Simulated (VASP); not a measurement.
Here is a VASP 6.6.1 calculation.

File INCAR:

```
SYSTEM = Ga4AsP3
PREC     = Accurate       ! precision mode
ENCUT    = 520            ! plane-wave cutoff, eV
EDIFF    = 1E-6           ! SCF threshold, eV
ISMEAR   = -1             ! smearing method
SIGMA    = 0.05           ! smearing width, eV
LREAL    = Auto         
LASPH    = .True.         ! aspherical terms in the spheres
NELM     = 100            ! most SCF steps
ALGO     = Normal         ! electronic algorithm
ISIF     = 2              ! what is computed and relaxed
LWAVE    = .False.        ! write WAVECAR
LCHARG   = .False.        ! write CHGCAR
GGA      = PS             ! functional
NBANDS   = 326            ! bands
```

KPOINTS

```
Automatic mesh
0
Gamma
  1 1 1
  0.5 0.5 0.5
```

The input POSCAR:

```
Ga4AsP3
1.0
   11.0013777962      0.0000000000      0.0000000000
    0.0000000000     11.0013777962      0.0000000000
    0.0000000000      0.0000000000     11.0013777962
Ga P As
32 24 8
Direct
    0.0033530000      0.9967270000      0.0049480000
    0.0000180000      0.9998040000      0.4996480000
    0.9998470000      0.4993330000      0.0071660000
    0.0004360000      0.5001760000      0.4922400000
    0.5037110000      0.0030210000      0.9972750000
    0.4998610000      0.9997290000      0.4989180000
    0.4998280000      0.5000880000      0.0082990000
    0.5006600000      0.4993460000      0.4994310000
    0.2546590000      0.2453870000      0.0046750000
    0.2504860000      0.2495570000      0.4993150000
    0.2438400000      0.7496430000      0.0005010000
    0.2544800000      0.7538450000      0.4962810000
    0.7514160000      0.2499760000      0.0069200000
    0.7462350000      0.2455760000      0.4958430000
    0.7464920000      0.7538860000      0.0045010000
    0.7512360000      0.7500330000      0.4991830000
    0.2478370000      0.0033510000      0.2544040000
    0.2511890000      0.9994510000      0.7500860000
    0.2509610000      0.4998650000      0.2511990000
    0.2544640000      0.4963560000      0.7463910000
    0.7504140000      0.9994080000      0.2508060000
    0.7471390000      0.9970480000      0.7463370000
    0.7504230000      0.4998140000      0.2517060000
    0.7469510000      0.5033360000      0.7470990000
    0.0004290000      0.2493430000      0.2512890000
    0.0035190000      0.2455800000      0.7472760000
    0.9998400000      0.7503510000      0.2513160000
    0.0001680000      0.7571880000      0.7501150000
    0.5000460000      0.2493030000      0.2515790000
    0.4972010000      0.2459010000      0.7467190000
    0.5036340000      0.7473800000      0.2542860000
    0.5030090000      0.7536820000      0.7469860000
    0.1253950000      0.1247630000      0.1277070000
    0.1275070000      0.1226450000      0.6230920000
    0.1245140000      0.6248350000      0.1286800000
    0.6253900000      0.1248110000      0.1274510000
    0.6234090000      0.1228320000      0.6231010000
    0.6262950000      0.6249680000      0.1286120000
    0.6242810000      0.6270580000      0.6221230000
    0.3752870000      0.3735720000      0.1287350000
    0.3767480000      0.3726700000      0.6220140000
    0.3764010000      0.8766760000      0.6240550000
    0.8754080000      0.3747150000      0.1297510000
    0.8753160000      0.8748380000      0.1275850000
    0.8744260000      0.8759170000      0.6231230000
    0.3754360000      0.1255360000      0.3762580000
    0.3755470000      0.1236870000      0.8745520000
    0.3764700000      0.6240540000      0.3754110000
    0.8753140000      0.1236880000      0.3743500000
    0.8744720000      0.6259710000      0.3735160000
    0.1265550000      0.3737860000      0.3735530000
    0.1246590000      0.8757480000      0.3752820000
    0.1255430000      0.8771620000      0.8755920000
    0.6245140000      0.3746570000      0.3743590000
    0.6262980000      0.8750790000      0.3762320000
    0.6254890000      0.8757840000      0.8743160000
    0.1262340000      0.6268000000      0.6225980000
    0.3755270000      0.8757400000      0.1264270000
    0.8744310000      0.3735990000      0.6215360000
    0.3765340000      0.6257100000      0.8754740000
    0.8751750000      0.1217920000      0.8764270000
    0.8745950000      0.6276150000      0.8773490000
    0.1274780000      0.3728970000      0.8774160000
    0.6233250000      0.3739270000      0.8764060000
```

Potentials or basis: VASP PAW PBE potentials, release 64 (Ga_d, P, As).

The run is started by

```bash
$ cat potpaw_PBE.64/Ga_d/POTCAR potpaw_PBE.64/P/POTCAR potpaw_PBE.64/As/POTCAR > POTCAR
$ mpirun -np 1 vasp_std > vasp.out
```

Predict the largest force.

0.030 eV/Å.

Predict the pressure.

0.0 GPa.

What does it give for the band gap on the k mesh?

2.27 eV.

Forces on the atoms (eV/Å):
```
Ga   0.012 -0.005 -0.003
Ga  -0.002 -0.004  0.001
Ga   0.011  0.001  0.028
Ga   0.004  0.007 -0.008
Ga   0.005  0.000 -0.028
Ga  -0.004  0.000  0.008
Ga  -0.004  0.001  0.016
Ga  -0.006  0.001  0.008
Ga   0.000  0.005  0.001
Ga   0.007  0.010 -0.001
Ga  -0.009  0.004 -0.006
Ga   0.010  0.005 -0.002
Ga  -0.008 -0.001  0.023
Ga  -0.005 -0.005  0.004
Ga  -0.006  0.006  0.006
Ga   0.002 -0.001  0.006
Ga  -0.016  0.008  0.014
Ga   0.005 -0.004  0.009
Ga   0.001 -0.015 -0.005
Ga   0.013 -0.011 -0.008
Ga   0.012 -0.006  0.007
Ga  -0.004 -0.007  0.001
Ga  -0.002  0.008 -0.007
Ga  -0.015  0.016 -0.016
Ga   0.007 -0.001 -0.003
Ga   0.011 -0.005 -0.018
Ga  -0.002 -0.001  0.006
Ga   0.009  0.016 -0.003
Ga  -0.010  0.010 -0.002
Ga  -0.011 -0.003 -0.008
Ga   0.005 -0.023  0.008
Ga   0.007  0.004 -0.007
P    0.002 -0.001  0.004
P   -0.002 -0.004  0.000
P   -0.009 -0.002 -0.003
P    0.006  0.003  0.001
P   -0.004 -0.003 -0.007
P    0.010  0.000  0.013
P    0.008 -0.006 -0.006
P    0.007  0.001  0.011
P   -0.004 -0.010 -0.006
P   -0.002  0.012  0.003
P    0.000  0.004  0.005
P   -0.009  0.000  0.006
P    0.002  0.003 -0.006
P    0.003  0.005 -0.002
P    0.003 -0.005 -0.007
P    0.003  0.001 -0.003
P    0.001 -0.005 -0.001
P   -0.006 -0.002 -0.006
P   -0.001 -0.003 -0.006
P   -0.007  0.007  0.001
P   -0.008 -0.004 -0.003
P   -0.003 -0.003 -0.002
P    0.010 -0.002 -0.002
P   -0.006  0.012  0.009
As  -0.003  0.005 -0.014
As  -0.005 -0.004 -0.008
As  -0.003  0.002 -0.018
As  -0.002  0.009  0.002
As   0.001 -0.012  0.002
As  -0.012  0.013  0.009
As   0.005 -0.013  0.015
As   0.007 -0.007 -0.002
```

Caveat: the k points lie up to 0.57 Å⁻¹ apart; the PAW data sets were made with another functional, which shifts forces and pressure a little; a shifted mesh leaves out Γ, where band edges can lie. A k mesh can miss the band edges.
